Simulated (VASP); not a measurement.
**BaZrO3: single point with LDA**

Crystal: BaZrO3.

```
CELL_PARAMETERS angstrom
4.14752 0.00000 0.00000
0.00000 4.14752 0.00000
0.00000 0.00000 4.14752
ATOMIC_POSITIONS crystal
Ba 0.00000 0.00000 0.00000
Zr 0.50000 0.50000 0.50000
O 0.50000 0.00000 0.50000
O 0.50000 0.50000 0.00000
O 0.00000 0.50000 0.50000
```

```
Program                : VASP 6.6.1
Task                   : single point
Functional             : LDA
Potentials or basis    : VASP PAW LDA potentials, release 64 (Ba_sv, Zr_sv, O_h)
Cutoff                 : 1340 eV
k mesh                 : 6 × 6 × 6
Occupations            : gaussian, width 0.02 eV
Spin                   : no spin polarisation
Dipole correction      : no
Further INCAR settings : ALGO = Normal; EDIFF = 1e-06; NBANDS = 28
```

```json
{
  "Pressure": "1.3 GPa",
  "Band gap on the k mesh": "3.14 eV (least direct gap 3.31 eV)"
}
```

Levels at points of the mesh, in eV from the valence-band top:
```tsv
k point	band 18	band 19	band 20	band 21	band 22	band 23
(0.00, 0.00, 0.00)	-0.18	-0.18	-0.18	3.14	3.14	3.14
(0.50, 0.00, 0.00)	-1.81	-0.39	-0.39	3.62	5.87	5.87
(0.50, 0.50, 0.00)	-0.93	-0.70	-0.08	5.83	5.83	6.58
(0.50, 0.50, 0.50)	0.00	0.00	0.00	6.04	6.04	6.04
```

It took 2.2 min on 1 thread of Intel(R) Xeon(R) Platinum 8259CL CPU @ 2.50GHz (Skylake/Cascade Lake) (shared host), peak memory 0.4 GiB.

Caveat: spin-orbit coupling is left out, which moves the levels of the heavy elements. A k mesh can miss the band edges.
